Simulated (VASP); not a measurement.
# TiSi16 (a cell with a defect) in VASP: further runs

TiSi16 (a cell with a defect) is run at these levels: PBE; tasks: single point.

Everything below comes from runs of VASP 6.6.1. Logs are shortened: lines on timing, memory, paths and dates and some standing lists are left out, and cuts for length are marked.

**1. The cell of the first run**

The cell holds a defect, 17 atoms: a = 7.679 Å, b = 7.679 Å, c = 7.679 Å, α = 60.00°, β = 60.00°, γ = 60.00°.

**2. Single point, PBE**

The input, INCAR:

```
PREC = Accurate ; ENCUT = 520
EDIFF = 1E-6 ; ISMEAR = 0
SIGMA = 0.05 ; LREAL = Auto
LASPH = T ; NELM = 100
ALGO = Normal ; ISIF = 2
LWAVE = F ; LCHARG = F
GGA = PE ; NBANDS = 52
```

The input, KPOINTS:

```
Automatic mesh
0
Gamma
  2 2 2
```

The input, POSCAR:

```
TiSi16
1.0
    0.0000000000      5.4300000000      5.4300000000
    5.4300000000      0.0000000000      5.4300000000
    5.4300000000      5.4300000000      0.0000000000
Si Ti
16 1
Direct
    0.0032058495     -0.0028534192     -0.0035254833
    0.1372817432      0.1212874325      0.1207154121
    0.0032058495     -0.0028534192      0.5031730531
    0.1233380840      0.1300421655      0.6233098753
    0.0033609626      0.5035626703     -0.0034618165
    0.1234567465      0.6239620727      0.1291624773
   -0.0001923303      0.5006793324      0.4997564989
    0.1234567465      0.6239620727      0.6234187035
    0.5000352802     -0.0000508090      0.0000077644
    0.6207489927      0.1212892249      0.1207105264
    0.4965045109     -0.0028616093      0.5031785492
    0.6207489927      0.1212892249      0.6372512560
    0.4965789126      0.5035574494     -0.0034593391
    0.6209123064      0.6373267517      0.1208804710
    0.4965789126      0.5035574494      0.5033229772
    0.6292115976      0.6239518623      0.6234182701
    0.7499629428      0.2501740481      0.2499315046
```

Potentials or basis: VASP PAW PBE potentials, release 64 (Si, Ti_sv).

On the command line:

```
$ cat potpaw_PBE.64/Si/POTCAR potpaw_PBE.64/Ti_sv/POTCAR > POTCAR
$ mpirun -np 1 vasp_std > vasp.out
```

OUTCAR:

```text
PREC = Accurate
   ENCUT = 520
   EDIFF = 1E-6
   ISMEAR = 0
   LREAL = Auto
   LASPH = T
   NELM = 100
   ISIF = 2
   GGA = PE

 ion  position               nearest neighbor table
   1  0.003  0.997  0.996-   4 2.34   6 2.34  10 2.40   2 2.40  17 2.75
   2  0.137  0.121  0.121-   9 2.27   5 2.40   1 2.40   3 2.40  17 2.43
   3  0.003  0.997  0.503-   4 2.34   8 2.34  12 2.40   2 2.40  17 2.75
   4  0.123  0.130  0.623-   7 2.32   1 2.34   3 2.34  11 2.34
   5  0.003  0.504  0.997-   8 2.34   6 2.34   2 2.40  14 2.40  17 2.75
   6  0.123  0.624  0.129-   7 2.32   5 2.34  13 2.34   1 2.34
   7  1.000  0.501  0.500-   6 2.32   8 2.32  16 2.32   4 2.32
   8  0.123  0.624  0.623-   7 2.32   5 2.34  15 2.34   3 2.34
   9  0.500  1.000  0.000-  14 2.27   2 2.27  12 2.27  10 2.27
  10  0.621  0.121  0.121-   9 2.27  13 2.40   1 2.40  11 2.40  17 2.43
  11  0.497  0.997  0.503-   4 2.34  16 2.34  12 2.40  10 2.40  17 2.75
  12  0.621  0.121  0.637-   9 2.27  15 2.40   3 2.40  11 2.40  17 2.43
  13  0.497  0.504  0.997-   6 2.34  16 2.34  10 2.40  14 2.40  17 2.75
  14  0.621  0.637  0.121-   9 2.27  13 2.40  15 2.40   5 2.40  17 2.43
  15  0.497  0.504  0.503-   8 2.34  16 2.34  12 2.40  14 2.40  17 2.75
  16  0.629  0.624  0.623-   7 2.32  15 2.34  13 2.34  11 2.34
  17  0.750  0.250  0.250-  14 2.43   2 2.43  12 2.43  10 2.43   3 2.75   1 2.75  11 2.75  13 2.75
                            15 2.75   5 2.75

  LATTYP: Found a face centered cubic cell.
 ALAT       =    10.8600000000

  Lattice vectors:

 A1 = (   0.0000000000,   5.4300000000,   5.4300000000)
 A2 = (   5.4300000000,   0.0000000000,   5.4300000000)
 A3 = (   5.4300000000,   5.4300000000,   0.0000000000)

Analysis of symmetry for initial positions (statically):
=====================================================================
 Subroutine PRICEL returns:
 Original cell was already a primitive cell.

 Routine SETGRP: Setting up the symmetry group for a
 face centered cubic supercell.

 Subroutine GETGRP returns: Found  2 space group operations
 (whereof  1 operations were pure point group operations)
 out of a pool of 48 trial point group operations.

The static configuration has the point symmetry C_1 .
 The point group associated with its full space group is C_1h.

Analysis of symmetry for dynamics (positions and initial velocities):
=====================================================================
 Subroutine PRICEL returns:
 Original cell was already a primitive cell.

 Routine SETGRP: Setting up the symmetry group for a
 face centered cubic supercell.
[... 123 lines left out ...]
   ISIF   =      2    stress and relaxation
   ISYM   =      2    0-nonsym 1-usesym 2-fastsym
   POTIM  = 0.5000    time-step for ionic-motion
   TEBEG  =    0.0;   TEEND  =   0.0 temperature during run
   PSTRESS=    0.0 pullay stress
   NELECT =      76.0000    total number of electrons
   NUPDOWN=      -1.0000    fix difference up-down
   EMIN   =  10.00;   EMAX   =-10.00  energy-range for DOS
   EFERMI =   0.00;   METHOD = LEGACY
   ISMEAR =     0;   SIGMA  =   0.05  broadening in eV -4-tet -1-fermi 0-gaus
   EFERMI_NEDOS =   21; number of points for ismear=-14 and -15
   IALGO  =     38    algorithm
   IMIX   =      4    mixing-type and parameters
     AMIX     =   0.40;   BMIX     =  1.00
     AMIX_MAG =   1.60;   BMIX_MAG =  1.00
  volume/ion in A,a.u.               =      18.84       127.11
  Fermi-wavevector in a.u.,A,eV,Ry     =   1.013607  1.915439 13.978610  1.027399
  Thomas-Fermi vector in A             =   2.146786
   LORBIT       =      0    0 simple, 1 ext, 2 COOP (PROOUT), +10 PAW based schemes
   GGA     = PE    functional components
   LHFCALC =     F    Hartree Fock is set to
   AEXX    =    0.0000 exact exchange contribution
   IVDW    =     0    specifies the selected vdW correction
   LEPSILON=     F    determine dielectric tensor
   LRPA    =     F    only Hartree local field effects (RPA)
 non-spin polarized calculation
 Gauss-broadening in eV      SIGMA  =   0.05
  energy-cutoff  :      520.00
  volume of cell :      320.21
 maximum number of plane-waves:      8646
 NGX is ok and might be reduce to    60
   NGX = 29   NGY = 29   NGZ = 29

 number of electron      75.9999998 magnetization

 Free energy of the ion-electron system (eV)
  ---------------------------------------------------
  ext. energy  EPLUGINS =         0.00000000
  ---------------------------------------------------
  free energy    TOTEN  =       -92.21307687 eV

  energy without entropy =      -92.18818071  energy(sigma->0) =      -92.20062879

 E-fermi :   6.9304     XC(G=0):  -9.7514

 val. band max:        6.8935669227   @ k =   0.5000   0.5000   0.0000
 cond. band min:       6.9610675043   @ k =   0.5000   0.0000   0.0000
 fundamental gap:      0.0675005816
 Fermi energy:         6.9303992863

 k-point     1 :       0.0000    0.0000    0.0000
  band No.  band energies     occupation
      1     -49.8785      2.00000
      2     -26.2518      2.00000
      3     -26.2518      2.00000
      4     -26.2497      2.00000
      5      -5.7208      2.00000
      6      -3.5127      2.00000
[... 307 lines left out ...]
     49       9.8743      0.00000
     50      10.5389      0.00000
 [bands above 50 left out]

------------------------ aborting loop because EDIFF is reached ----------------------------------------

  FORCE on cell =-STRESS in cart. coord.  units (eV):
  Direction    XX          YY          ZZ          XY          YZ          ZX
  --------------------------------------------------------------------------------------
  -------------------------------------------------------------------------------------
  Total        8.0359305      8.0359305      8.0355414      0.0034470      0.0027376     -0.0027377
  in kB       40.2084442     40.2084442     40.2064974      0.0172476      0.0136979     -0.0136981
  external PRESSURE =      40.2077953 kB  Pullay stress =       0.0000000 kB

 VOLUME and BASIS-vectors are now :
 -----------------------------------------------------------------------------
  energy-cutoff  :      520.00
  volume of cell :      320.21
      direct lattice vectors                 reciprocal lattice vectors
     0.000000000  5.430000000  5.430000000    -0.092081031  0.092081031  0.092081031
     5.430000000  0.000000000  5.430000000     0.092081031 -0.092081031  0.092081031
     5.430000000  5.430000000  0.000000000     0.092081031  0.092081031 -0.092081031

 POSITION                                       TOTAL-FORCE (eV/Angst)
 -----------------------------------------------------------------------------------
     10.82536      5.42826      5.43191         0.000267     -0.002161      0.002039
      1.31408      1.40092      1.40403        -0.005408      0.005408      0.005712
      8.14674      2.74964      5.43191         0.002161     -0.000267      0.002039
      4.09070      4.05430      1.37585         0.002596     -0.002596      0.002821
      8.14555      5.42945      2.75260        -0.000485      0.000485      0.000457
      4.08947      1.37172      4.05848         0.005445      0.003624     -0.003526
[... 9 lines left out ...]
      6.77322      6.80178      6.80468        -0.003284      0.003284      0.005771
      2.71557      5.42943      5.43074        -0.003253      0.003253     -0.004158
 -----------------------------------------------------------------------------------
    total drift:                               -0.003972      0.003972     -0.005941

  FREE ENERGIE OF THE ION-ELECTRON SYSTEM (eV)
  ---------------------------------------------------
  free  energy   TOTEN  =       -92.2130768699 eV

  energy  without entropy=      -92.1881807098  energy(sigma->0) =      -92.20062879
```

stdout:

```text
POSCAR found type information on POSCAR SiTi
 POSCAR found :  2 types and      17 ions
 scaLAPACK will be used
 LDA part: xc-table for (Slater+PW92), standard interpolation
 POSCAR, INCAR and KPOINTS ok, starting setup
 FFT: planning ... GRIDC
 FFT: planning ... GRID_SOFT
 FFT: planning ... GRID
 WAVECAR not read
 entering main loop
```

Wall time 3.2 min (1 thread of Intel Xeon Platinum 8259CL at 2.50GHz (Skylake/Cascade Lake), shared host); peak memory 0.48 GiB.

Results:

| Item | Value |
| --- | --- |
| Free energy | -92.2131 eV |
| Pressure | 4.0 GPa |
| Largest force | 0.010 eV/Å |
| Band gap on the k mesh | zero (bands 38 and 39 overlap by 0.43 eV) |

Forces in eV/Å, atoms in the order of the input:
```
Si   0.000 -0.002  0.002
Si  -0.005  0.005  0.006
Si   0.002  0.000  0.002
Si   0.003 -0.003  0.003
Si   0.000  0.000  0.000
Si   0.005  0.004 -0.004
Si  -0.003  0.003 -0.003
Si  -0.004 -0.005 -0.004
Si   0.002 -0.002  0.002
Si  -0.006 -0.005 -0.006
Si   0.002 -0.002  0.001
Si   0.005  0.006 -0.006
Si   0.000  0.000  0.000
Si   0.005 -0.005  0.006
Si   0.000  0.000  0.000
Si  -0.003  0.003  0.006
Ti  -0.003  0.003 -0.004
```

Caveat: the k points lie up to 0.50 Å⁻¹ apart.

**3. Single point, PBE**

The input, INCAR:

```
  PREC = Accurate
  ENCUT = 520
  EDIFF = 1E-6
  ISMEAR = 0
  SIGMA = 0.05
  LREAL = Auto
  LASPH = True
  NELM = 60
  ALGO = Normal
  ISIF = 2
  LWAVE = False
  LCHARG = False
  GGA = PE
  NBANDS = 52
```

The input, KPOINTS:

```
regular mesh
0
Gamma
  2 2 2
```

The input, POSCAR:

```
TiSi16
1.0
    0.0000000000      5.4300000000      5.4300000000
    5.4300000000      0.0000000000      5.4300000000
    5.4300000000      5.4300000000      0.0000000000
Si Ti
16 1
Direct
    0.0032058011     -0.0028533149     -0.0035255064
    0.1372818600      0.1212873849      0.1207153775
    0.0032058011     -0.0028533149      0.5031730203
    0.1233380295      0.1300422652      0.6233098527
    0.0033608656      0.5035627072     -0.0034617864
    0.1234567219      0.6239620626      0.1291624309
   -0.0001924494      0.5006793738      0.4997565378
    0.1234567219      0.6239620626      0.6234187845
    0.5000353591     -0.0000508287      0.0000077348
    0.6207488950      0.1212892265      0.1207105893
    0.4965045120     -0.0028616022      0.5031785451
    0.6207488950      0.1212892265      0.6372512891
    0.4965788214      0.5035574586     -0.0034593002
    0.6209123389      0.6373267035      0.1208804788
    0.4965788214      0.5035574586      0.5033230203
    0.6292116022      0.6239519337      0.6234182320
    0.7499629834      0.2501740331      0.2499314917
```

Potentials or basis: VASP PAW PBE potentials, release 64 (Si, Ti_sv).

On the command line:

```
$ cat potpaw_PBE.64/Si/POTCAR potpaw_PBE.64/Ti_sv/POTCAR > POTCAR
$ mpirun -np 1 vasp_std > vasp.out
```

OUTCAR:

```text
PREC = Accurate
   ENCUT = 520
   EDIFF = 1E-6
   ISMEAR = 0
   LREAL = Auto
   LASPH = True
   NELM = 60
   ISIF = 2
   GGA = PE

 ion  position               nearest neighbor table
   1  0.003  0.997  0.996-   4 2.34   6 2.34  10 2.40   2 2.40  17 2.75
   2  0.137  0.121  0.121-   9 2.27   5 2.40   1 2.40   3 2.40  17 2.43
   3  0.003  0.997  0.503-   4 2.34   8 2.34  12 2.40   2 2.40  17 2.75
   4  0.123  0.130  0.623-   7 2.32   3 2.34   1 2.34  11 2.34
   5  0.003  0.504  0.997-   6 2.34   8 2.34   2 2.40  14 2.40  17 2.75
   6  0.123  0.624  0.129-   7 2.32   5 2.34  13 2.34   1 2.34
   7  1.000  0.501  0.500-   8 2.32   6 2.32  16 2.32   4 2.32
[... 542 lines left out ...]
  in kB       40.2084429     40.2084429     40.2064703      0.0172054      0.0137881     -0.0137883
  external PRESSURE =      40.2077854 kB  Pullay stress =       0.0000000 kB

 VOLUME and BASIS-vectors are now :
 -----------------------------------------------------------------------------
  energy-cutoff  :      520.00
  volume of cell :      320.21
      direct lattice vectors                 reciprocal lattice vectors
     0.000000000  5.430000000  5.430000000    -0.092081031  0.092081031  0.092081031
     5.430000000  0.000000000  5.430000000     0.092081031 -0.092081031  0.092081031
     5.430000000  5.430000000  0.000000000     0.092081031  0.092081031 -0.092081031

 POSITION                                       TOTAL-FORCE (eV/Angst)
 -----------------------------------------------------------------------------------
     10.82536      5.42826      5.43191         0.000263     -0.002157      0.002036
      1.31407      1.40092      1.40403        -0.005401      0.005401      0.005709
      8.14674      2.74964      5.43191         0.002157     -0.000263      0.002036
      4.09070      4.05430      1.37586         0.002593     -0.002593      0.002820
      8.14555      5.42945      2.75260        -0.000492      0.000492      0.000457
      4.08947      1.37172      4.05848         0.005456      0.003623     -0.003526
[... 9 lines left out ...]
      6.77322      6.80178      6.80468        -0.003282      0.003282      0.005759
      2.71557      5.42943      5.43074        -0.003252      0.003252     -0.004162
 -----------------------------------------------------------------------------------
    total drift:                               -0.003974      0.003973     -0.005941

  FREE ENERGIE OF THE ION-ELECTRON SYSTEM (eV)
  ---------------------------------------------------
  free  energy   TOTEN  =       -92.2130768784 eV

  energy  without entropy=      -92.1881808116  energy(sigma->0) =      -92.20062884
```

Wall time 3 min (1 thread of Intel Xeon Platinum 8259CL at 2.50GHz (Skylake/Cascade Lake), shared host); peak memory 0.48 GiB.

Results:

* Free energy: -92.2131 eV
* Pressure: 4.0 GPa
* Largest force: 0.010 eV/Å
* Band gap on the k mesh: zero (bands 38 and 39 overlap by 0.43 eV)

Forces on the atoms (eV/Å):
```
Si   0.000 -0.002  0.002
Si  -0.005  0.005  0.006
Si   0.002  0.000  0.002
Si   0.003 -0.003  0.003
Si   0.000  0.000  0.000
Si   0.005  0.004 -0.004
Si  -0.003  0.003 -0.003
Si  -0.004 -0.005 -0.004
Si   0.002 -0.002  0.002
Si  -0.006 -0.005 -0.006
Si   0.002 -0.002  0.001
Si   0.005  0.006 -0.006
Si   0.000  0.000  0.000
Si   0.005 -0.005  0.006
Si   0.000  0.000  0.000
Si  -0.003  0.003  0.006
Ti  -0.003  0.003 -0.004
```

Caveat: the k points lie up to 0.50 Å⁻¹ apart.

**4. Single point, PBE**

The input, INCAR:

```
SYSTEM = TiSi16
PREC = Accurate
ENCUT = 520
EDIFF = 1E-6
ISMEAR = 0
SIGMA = 0.05
LREAL = Auto
LASPH = .TRUE.
NELM = 60
ALGO = Normal
ISIF = 2
LWAVE = .FALSE.
LCHARG = .FALSE.
GGA = PE
NBANDS = 52
```

The input, KPOINTS:

```
Automatic mesh
0
G
  2 2 2
  0 0 0
```

The input, POSCAR:

```
TiSi16
1.0
    0.0000000000      5.4300000000      5.4300000000
    5.4300000000      0.0000000000      5.4300000000
    5.4300000000      5.4300000000      0.0000000000
Si Ti
16 1
Direct
    0.0013166338      0.0011319997      0.0020343481
    0.1248248136      0.1245233602      0.1257034802
    0.0012840373      0.0010909987      0.4962604422
    0.1214693233      0.1214529450      0.6288766102
    0.0013695546      0.4951076454      0.0020755764
    0.1215247382      0.6279560787      0.1222250319
   -0.0125036760      0.5038375799      0.5046278938
    0.1215816209      0.6279028913      0.6289155411
    0.4953974680      0.0011470037      0.0020462274
    0.6281622923      0.1214294134      0.1221464600
    0.5039369604     -0.0124562775      0.5045288020
    0.6281145088      0.1214808667      0.6288890744
    0.5039611956      0.5037608517     -0.0117711244
    0.6282081104      0.6279695860      0.1222520684
    0.5039925357      0.5038454468      0.5046692840
    0.6247903700      0.6248843493      0.6255532417
    0.3748248831      0.3747835610      0.3755398925
```

On the command line:

```
$ cat potpaw_PBE.64/Si/POTCAR potpaw_PBE.64/Ti_sv/POTCAR > POTCAR
$ mpirun -np 1 vasp_std > vasp.out
```

Run time: 3.9 min. Hardware: 1 thread of Intel Xeon Platinum 8259CL at 2.50GHz (Skylake/Cascade Lake), shared host; peak memory 0.5 GiB.

The run converged. Its results:

```
Free energy            : -92.2137 eV
Pressure               : 4.0 GPa
Largest force          : 0.012 eV/Å
Band gap on the k mesh : zero (bands 38 and 39 overlap by 0.43 eV)
```

Forces in eV/Å, atoms in the order of the input:
```
Si   0.000  0.001  0.001
Si  -0.002 -0.004  0.005
Si   0.000 -0.001  0.001
Si  -0.001  0.000  0.003
Si  -0.002  0.001 -0.001
Si   0.000  0.000  0.000
Si   0.003 -0.002 -0.005
Si  -0.001  0.000  0.000
Si   0.000 -0.001 -0.001
Si  -0.001  0.000  0.000
Si  -0.002  0.003 -0.004
Si  -0.001 -0.002  0.000
Si  -0.001 -0.002  0.003
Si  -0.001 -0.001 -0.001
Si   0.003  0.004  0.003
Si  -0.003 -0.003  0.002
Ti   0.008  0.007 -0.006
```

Levels at points of the mesh, in eV from the Fermi level:
| k point | band 34 | band 35 | band 36 | band 37 | band 38 | band 39 | band 40 | band 41 |
| --- | --- | --- | --- | --- | --- | --- | --- | --- |
| (0.00, 0.00, 0.00) | -0.99 | -0.99 | -0.99 | -0.40 | -0.40 | -0.40 | -0.10 | -0.10 |
| (0.50, 0.00, 0.00) | -1.97 | -1.37 | -1.37 | -0.28 | 0.03 | 0.03 | 0.44 | 0.44 |
| (0.00, 0.50, 0.00) | -1.97 | -1.37 | -1.37 | -0.28 | 0.03 | 0.03 | 0.44 | 0.44 |
| (0.00, 0.00, 0.50) | -1.97 | -1.37 | -1.37 | -0.28 | 0.03 | 0.03 | 0.44 | 0.44 |
| (0.50, 0.50, 0.50) | -1.97 | -1.37 | -1.37 | -0.28 | 0.03 | 0.03 | 0.44 | 0.44 |
| (0.50, 0.50, 0.00) | -2.01 | -2.00 | -1.88 | -0.71 | -0.04 | 0.57 | 0.57 | 1.10 |
| (0.00, 0.50, 0.50) | -2.01 | -2.01 | -1.88 | -0.71 | -0.04 | 0.57 | 0.57 | 1.10 |
| (0.50, 0.00, 0.50) | -2.01 | -2.00 | -1.88 | -0.71 | -0.04 | 0.57 | 0.57 | 1.10 |

Caveat: the k points lie up to 0.50 Å⁻¹ apart.

The gap in the log of VASP goes by the Fermi energy; the results here count the filled bands.